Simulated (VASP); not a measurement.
# Si2O (P2/m) in VASP: notebook

The runs below take Si2O through single point, relaxation of cell and atoms, with PBE.

Program: VASP 6.6.1. These are calculated values, not measurements. Logs are shortened: lines on timing, memory, paths and dates and some standing lists are left out, and cuts for length are marked.

### Step 1. The cell of the first run

Symmetry: P2/m, No. 10, monoclinic system. The conventional cell has a = 3.341 Å, b = 4.713 Å, c = 6.168 Å, α = 90.00°, β = 96.21°, γ = 90.00°. Si (site symmetry 2) has 1 Si at 1.87 Å and 2 O at 1.91 Å within 2.5 Å. Within 2.0 Å of Si (site symmetry 2) lie 1 O at 1.49 Å and 1 Si at 1.74 Å. O (site symmetry 2/m) has 4 Si at 1.91 Å within 2.5 Å. Within 2.0 Å of O (site symmetry 2/m) lie 2 Si at 1.49 Å.

The cell was generated, and may not be a known phase.

### Step 2. Single point, PBE

File INCAR:

```
SYSTEM = Si2O
ALGO     = Normal         ! electronic algorithm
EDIFF    = 1E-7           ! SCF threshold, eV
ENCUT    = 520            ! plane-wave cutoff, eV
GGA      = PE             ! functional
ISIF     = 2              ! what is computed and relaxed
ISMEAR   = 0              ! smearing method
LASPH    = .True.         ! aspherical terms in the spheres
LCHARG   = .False.        ! write CHGCAR
LREAL    = .False.        ! projectors in reciprocal space
LWAVE    = .False.        ! write WAVECAR
NBANDS   = 23             ! bands
NELM     = 60             ! most SCF steps
PREC     = Accurate       ! precision mode
SIGMA    = 0.1            ! smearing width, eV
```

File KPOINTS:

```
k-points
0
Gamma
  6 4 4
  0 0 0
```

File POSCAR:

```
Si2O
1.0
    3.3405784000      0.0000000000      0.0000000000
    0.0000000000      4.7126813600      0.0000000000
   -0.6674431500      0.0000000000      6.1317654600
Si O
4 2
Direct
    0.5000000000      0.1983614300      0.5000000000
    0.5000000000      0.8016385700      0.5000000000
    0.5000000000      0.3155656700      0.0000000000
    0.5000000000      0.6844343300      0.0000000000
    0.0000000000      0.0000000000      0.5000000000
    0.5000000000      0.0000000000      0.0000000000
```

Potentials or basis: VASP PAW PBE potentials, release 64 (Si, O).

Run with:

```bash
> cat potpaw_PBE.64/Si/POTCAR potpaw_PBE.64/O/POTCAR > POTCAR
> mpirun -np 1 vasp_std > vasp.out
```

OUTCAR:

```text
SYSTEM = Si2O
   EDIFF = 1E-7
   ENCUT = 520
   GGA = PE
   ISIF = 2
   ISMEAR = 0
   LASPH = .True.
   LREAL = .False.
   NELM = 60
   PREC = Accurate

 ion  position               nearest neighbor table
   1  0.500  0.198  0.500-   2 1.87   5 1.91   5 1.91   2 2.84   3 3.13   3 3.13
   2  0.500  0.802  0.500-   1 1.87   5 1.91   5 1.91   1 2.84   4 3.13   4 3.13
   3  0.500  0.316  0.000-   6 1.49   4 1.74   4 2.97   1 3.13   1 3.13
   4  0.500  0.684  0.000-   6 1.49   3 1.74   3 2.97   2 3.13   2 3.13
   5  0.000  0.000  0.500-   1 1.91   2 1.91   1 1.91   2 1.91
   6  0.500  0.000  0.000-   3 1.49   4 1.49

  LATTYP: Found a simple monoclinic cell.
 ALAT       =     3.3405784000
 B/A-ratio  =     1.4107381404
 C/A-ratio  =     1.8463820854
 COS(beta)  =    -0.1082109062

  Lattice vectors:

 A1 = (   3.3405784000,   0.0000000000,   0.0000000000)
 A2 = (   0.0000000000,   4.7126813600,   0.0000000000)
 A3 = (  -0.6674431500,   0.0000000000,   6.1317654600)

Analysis of symmetry for initial positions (statically):
=====================================================================
 Subroutine PRICEL returns:
 Original cell was already a primitive cell.

 Routine SETGRP: Setting up the symmetry group for a
 simple monoclinic supercell.

 Subroutine GETGRP returns: Found  4 space group operations
 (whereof  4 operations were pure point group operations)
 out of a pool of  4 trial point group operations.

The static configuration has the point symmetry C_2h.

Analysis of symmetry for dynamics (positions and initial velocities):
=====================================================================
 Subroutine PRICEL returns:
 Original cell was already a primitive cell.

 Routine SETGRP: Setting up the symmetry group for a
 simple monoclinic supercell.

 Subroutine GETGRP returns: Found  4 space group operations
 (whereof  4 operations were pure point group operations)
 out of a pool of  4 trial point group operations.

The dynamic configuration has the point symmetry C_2h.

 Subroutine INISYM returns: Found  4 space group operations
 (whereof  4 operations are pure point group operations),
 and found     1 'primitive' translations

----------------------------------------------------------------------------------------

                                     Primitive cell

  volume of cell :      96.5329

  direct lattice vectors                    reciprocal lattice vectors
     3.340578400  0.000000000  0.000000000     0.299349358  0.000000000  0.032584201
     0.000000000  4.712681360  0.000000000     0.000000000  0.212193425  0.000000000
    -0.667443150  0.000000000  6.131765460     0.000000000  0.000000000  0.163085168

  length of vectors
     3.340578400  4.712681360  6.167984113     0.301117533  0.212193425  0.163085168

  position of ions in fractional coordinates (direct lattice)
     0.500000000  0.198361430  0.500000000
     0.500000000  0.801638570  0.500000000
     0.500000000  0.315565670  0.000000000
     0.500000000  0.684434330  0.000000000
     1.000000000  0.000000000  0.500000000
     0.500000000  0.000000000  0.000000000

  ion indices of the primitive-cell ions
   primitive index   ion index
                 1           1
                 2           2
                 3           3
                 4           4
                 5           5
                 6           6

----------------------------------------------------------------------------------------

 KPOINTS: k-points

Automatic generation of k-mesh.
 Grid dimensions read from file:
 generate k-points for:    6    4    4

 Generating k-lattice:

  Cartesian coordinates                     Fractional coordinates (reciprocal lattice)
     0.049891560  0.000000000  0.005430700     0.166666667  0.000000000  0.000000000
     0.000000000  0.053048356  0.000000000     0.000000000  0.250000000  0.000000000
     0.000000000  0.000000000  0.040771292     0.000000000  0.000000000  0.250000000

  Length of vectors
     0.050186255  0.053048356  0.040771292

  Shift w.r.t. Gamma in fractional coordinates (k-lattice)
     0.000000000  0.000000000  0.000000000

 Subroutine IBZKPT returns following result:
 ===========================================

 Found     42 irreducible k-points:

 Following reciprocal coordinates:
            Coordinates               Weight
  0.000000  0.000000  0.000000      1.000000
  0.166667  0.000000  0.000000      2.000000
  0.333333  0.000000  0.000000      2.000000
  0.500000  0.000000  0.000000      1.000000
  0.000000  0.250000  0.000000      2.000000
  0.166667  0.250000  0.000000      4.000000
[... 16 lines left out ...]
 -0.333333  0.250000  0.250000      4.000000
 -0.166667  0.250000  0.250000      4.000000
 [... further k-points ...]
   k-points           NKPTS =     42   k-points in BZ     NKDIM =     42   number of bands    NBANDS=     23
   number of dos      NEDOS =    301   number of ions     NIONS =      6
   total plane-waves  NPLWV =  48384
   dimension x,y,z NGX =    28 NGY =   36 NGZ =   48
   dimension x,y,z NGXF=    56 NGYF=   72 NGZF=   96
   ions per type =               4   2
   NGX,Y,Z   is equivalent  to a cutoff of  13.93, 12.70, 12.94 a.u.
   NGXF,Y,Z  is equivalent  to a cutoff of  27.87, 25.40, 25.87 a.u.
 SYSTEM =  Si2O
   PREC   = accura    normal or accurate (medium, high low for compatibility)
   ISTART =      0    job   : 0-new  1-cont  2-samecut
   ICHARG =      2    charge: 1-file 2-atom 10-const
   ISPIN  =      1    spin polarized calculation?
   LNONCOLLINEAR =      F non collinear calculations
   LSORBIT =      F    spin-orbit coupling
   LASPH  =      T    aspherical Exc in radial PAW
   ENCUT  =  520.0 eV  38.22 Ry    6.18 a.u.   6.21  8.76 11.47*2*pi/ulx,y,z
   NELM   =     60;   NELMIN=  2; NELMDL= -5     # of ELM steps
   EDIFF  = 0.1E-06   stopping-criterion for ELM
   LREAL  =      F    real-space projection
   EDIFFG = 0.1E-05   stopping-criterion for IOM
   NSW    =      0    number of steps for IOM
   IBRION =     -1    ionic relax: 0-MD 1-quasi-New 2-CG
   NFREE  =      0    steps in history (QN), initial steepest desc. (CG)
   ISIF   =      2    stress and relaxation
   ISYM   =      2    0-nonsym 1-usesym 2-fastsym
   POTIM  = 0.5000    time-step for ionic-motion
   TEBEG  =    0.0;   TEEND  =   0.0 temperature during run
   PSTRESS=    0.0 pullay stress
   NELECT =      28.0000    total number of electrons
   NUPDOWN=      -1.0000    fix difference up-down
   EMIN   =  10.00;   EMAX   =-10.00  energy-range for DOS
   EFERMI =   0.00;   METHOD = LEGACY
   ISMEAR =     0;   SIGMA  =   0.10  broadening in eV -4-tet -1-fermi 0-gaus
   EFERMI_NEDOS =   21; number of points for ismear=-14 and -15
   IALGO  =     38    algorithm
   IMIX   =      4    mixing-type and parameters
     AMIX     =   0.40;   BMIX     =  1.00
     AMIX_MAG =   1.60;   BMIX_MAG =  1.00
  volume/ion in A,a.u.               =      16.09       108.57
  Fermi-wavevector in a.u.,A,eV,Ry     =   1.083683  2.047865 15.978270  1.174370
  Thomas-Fermi vector in A             =   2.219755
   LORBIT       =      0    0 simple, 1 ext, 2 COOP (PROOUT), +10 PAW based schemes
   GGA     = PE    functional components
   LHFCALC =     F    Hartree Fock is set to
   AEXX    =    0.0000 exact exchange contribution
   IVDW    =     0    specifies the selected vdW correction
   LEPSILON=     F    determine dielectric tensor
   LRPA    =     F    only Hartree local field effects (RPA)
 non-spin polarized calculation
 Gauss-broadening in eV      SIGMA  =   0.10
  energy-cutoff  :      520.00
  volume of cell :       96.53
 maximum number of plane-waves:      2617
 NGX is ok and might be reduce to    28
   NGX = 13   NGY = 17   NGZ = 23

 number of electron      28.0000009 magnetization

 Free energy of the ion-electron system (eV)
  ---------------------------------------------------
  ext. energy  EPLUGINS =         0.00000000
  ---------------------------------------------------
  free energy    TOTEN  =       -24.62976770 eV

  energy without entropy =      -24.61527884  energy(sigma->0) =      -24.62252327

 E-fermi :   5.8355     XC(G=0):  -9.5306

 val. band max:        5.8274434175   @ k =   0.0000   0.0000   0.2500
 cond. band min:       5.8401697057   @ k =  -0.1667   0.2500   0.2500
 fundamental gap:      0.0127262882
 Fermi energy:         5.8355255661

 k-point     1 :       0.0000    0.0000    0.0000
  band No.  band energies     occupation
      1     -17.4946      2.00000
      2     -15.9374      2.00000
      3      -6.2947      2.00000
      4      -4.2495      2.00000
      5      -3.2907      2.00000
      6      -2.5188      2.00000
[... 15 lines left out ...]
     22      12.1443      0.00000
     23      12.9869      0.00000

 k-point     2 :       0.1667    0.0000    0.0000
  band No.  band energies     occupation
      1     -17.4656      2.00000
      2     -15.8121      2.00000
      3      -6.2458      2.00000
      4      -5.1143      2.00000
      5      -3.8900      2.00000
      6      -2.3640      2.00000
[... 15 lines left out ...]
     22      11.9565      0.00000
     23      12.4531      0.00000

 k-point     3 :       0.3333    0.0000    0.0000
  band No.  band energies     occupation
      1     -17.4074      2.00000
      2     -15.5344      2.00000
      3      -6.7779      2.00000
      4      -6.1460      2.00000
      5      -3.4150      2.00000
      6      -2.0130      2.00000
[... 15 lines left out ...]
     22      12.5106      0.00000
     23      13.4427      0.00000
[... 495 lines left out ...]
 k-point    23 :      -0.3333    0.2500    0.2500
  band No.  band energies     occupation
      1     -17.3887      2.00000
      2     -15.5291      2.00000
      3      -6.7440      2.00000
      4      -6.5791      2.00000
      5      -2.7770      2.00000
      6      -2.0043      2.00000
[... 15 lines left out ...]
     22      11.6303      0.00000
     23      12.3568      0.00000

 k-point    24 :      -0.1667    0.2500    0.2500
  band No.  band energies     occupation
      1     -17.4442      2.00000
      2     -15.8073      2.00000
      3      -6.7812      2.00000
      4      -5.0349      2.00000
      5      -3.2144      2.00000
      6      -2.6139      2.00000
[... 15 lines left out ...]
     22      11.7985      0.00000
     23      12.9335      0.00000

 [... further k-points ...]

------------------------ aborting loop because EDIFF is reached ----------------------------------------

  FORCE on cell =-STRESS in cart. coord.  units (eV):
  Direction    XX          YY          ZZ          XY          YZ          ZX
  --------------------------------------------------------------------------------------
  -------------------------------------------------------------------------------------
  Total        7.5048160     66.6227679     -2.9551122      0.0000000      0.0000000      0.1809396
  in kB      124.5590687   1105.7526132    -49.0466413      0.0000000      0.0000000      3.0030935
  external PRESSURE =     393.7550136 kB  Pullay stress =       0.0000000 kB

 VOLUME and BASIS-vectors are now :
 -----------------------------------------------------------------------------
  energy-cutoff  :      520.00
  volume of cell :       96.53
      direct lattice vectors                 reciprocal lattice vectors
     3.340578400  0.000000000  0.000000000     0.299349358  0.000000000  0.032584201
     0.000000000  4.712681360  0.000000000     0.000000000  0.212193425  0.000000000
    -0.667443150  0.000000000  6.131765460     0.000000000  0.000000000  0.163085168

 POSITION                                       TOTAL-FORCE (eV/Angst)
 -----------------------------------------------------------------------------------
      1.33657      0.93481      3.06588        -0.000000     11.197740      0.000000
      1.33657      3.77787      3.06588        -0.000000    -11.197740      0.000000
      1.67029      1.48716      0.00000         0.000000     -7.680417      0.000000
      1.67029      3.22552      0.00000         0.000000      7.680417     -0.000000
     -0.33372      0.00000      3.06588         0.000000     -0.000000      0.000000
      1.67029      0.00000      0.00000         0.000000     -0.000000      0.000000
 -----------------------------------------------------------------------------------
    total drift:                                0.000000     -0.000000     -0.000000

  FREE ENERGIE OF THE ION-ELECTRON SYSTEM (eV)
  ---------------------------------------------------
  free  energy   TOTEN  =       -24.6297677045 eV

  energy  without entropy=      -24.6152788371  energy(sigma->0) =      -24.62252327
```

It took 49 s on 1 thread of Intel Xeon 6975P-C (Granite Rapids), shared host; peak memory 0.24 GiB.

Results:

```yaml
Free_energy: -24.6298 eV
Pressure: 39.4 GPa
Largest_force: 11.198 eV/Å
Band_gap_on_the_k_mesh: zero (bands 14 and 15 overlap by 1.10 eV)
```

Forces in eV/Å, atoms in the order of the input:
```
Si    0.000  11.198   0.000
Si    0.000 -11.198   0.000
Si    0.000  -7.680   0.000
Si    0.000   7.680   0.000
O     0.000   0.000   0.000
O     0.000   0.000   0.000
```

Caveat: the stress differs along the axes, from -5 to 111 GPa; forces of over 1 eV/Å act on the atoms, so gaps and moduli don't describe the material at rest.

### Step 3. Relaxation of cell and atoms, PBE

File INCAR:

```
SYSTEM = Si2O
PREC = Accurate ; ENCUT = 600
EDIFF = 1E-7 ; ISMEAR = 0
SIGMA = 0.1 ; LREAL = .FALSE.
LASPH = .TRUE. ; NELM = 60
ALGO = Normal ; ISIF = 3
LWAVE = .FALSE. ; LCHARG = .FALSE.
GGA = PE ; IBRION = 2
NSW = 90 ; EDIFFG = -0.04
```

File KPOINTS:

```
regular mesh
0
G
  6 4 4
  0 0 0
```

POSCAR is that of step 2.

Potentials or basis: VASP PAW PBE potentials, release 64 (Si, O).

Run with:

```bash
> cat potpaw_PBE.64/Si/POTCAR potpaw_PBE.64/O/POTCAR > POTCAR
> mpirun -np 1 vasp_std > vasp.out
```

Run time: 9.2 min. Hardware: 1 thread of Intel Xeon 6975P-C (Granite Rapids), shared host; peak memory 0.26 GiB.

The run converged. Its results:

| Item | Value |
| --- | --- |
| Free energy | -34.6300 eV |
| Relaxed volume | 13.16 Å³/atom |
| Relaxed cell | a = 2.635 Å, b = 5.833 Å, c = 5.136 Å, α = 90.00°, β = 90.39°, γ = 90.00° |
| Space group after relaxing (to 0.1 Å) | Pmmm (No. 47) |
| Pressure after relaxing | 0.0 GPa |
| Largest force after relaxing | 0.037 eV/Å |
| Band gap on the k mesh | zero (bands 14 and 15 overlap by 2.72 eV) |

Forces in eV/Å, atoms in the order of the input:
```
Si   0.000 -0.037  0.000
Si   0.000  0.037  0.000
Si   0.000 -0.018  0.000
Si   0.000  0.018  0.000
O    0.000  0.000  0.000
O    0.000  0.000  0.000
```

Stress tensor (GPa, compression positive):
```
 0.21  0.00  0.26
 0.00 -0.28  0.00
 0.26  0.00 -0.07
```

Final structure:
```cif
data_structure
_symmetry_space_group_name_H-M 'P 1'
_symmetry_Int_Tables_number 1
_cell_length_a 2.6351
_cell_length_b 5.8331
_cell_length_c 5.1357
_cell_angle_alpha 90.000
_cell_angle_beta 90.386
_cell_angle_gamma 90.000
_cell_volume 78.94
loop_
_atom_site_label
_atom_site_type_symbol
_atom_site_fract_x
_atom_site_fract_y
_atom_site_fract_z
_atom_site_occupancy
Si1 Si 0.50000 0.26336 0.50000 1
Si2 Si 0.50000 0.73664 0.50000 1
Si3 Si 0.50000 0.28415 0.00000 1
Si4 Si 0.50000 0.71585 0.00000 1
O1 O 0.00000 0.00000 0.50000 1
O2 O 0.50000 0.00000 0.00000 1
```

Levels at points of the mesh, in eV from the Fermi level:
```
           k point  band 12  band 13  band 14  band 15  band 16  band 17
(0.00, 0.00, 0.00)    -3.27    -2.87    -0.86    -0.50     2.79     6.25
(0.50, 0.00, 0.00)    -2.26    -2.23    -1.17    -1.00    -0.88     2.33
(0.00, 0.50, 0.00)    -3.18    -2.87    -1.14     2.17     3.45     4.31
(0.50, 0.50, 0.00)    -2.74    -2.37    -1.79    -0.26     0.49     1.28
(0.00, 0.00, 0.50)    -2.91     0.21     0.64     1.08     1.95     2.17
(0.50, 0.00, 0.50)    -3.45    -2.69    -2.49    -0.95     1.22     1.32
(0.00, 0.50, 0.50)    -2.91    -0.70    -0.36     2.82     3.40     3.77
(0.50, 0.50, 0.50)    -2.65    -1.46    -1.39    -1.33    -0.11     1.23
```

Caveat: the volume moved by over 15 % at a fixed basis, so the end points are rough.

The gap in the log of VASP goes by the Fermi energy; the results here count the filled bands.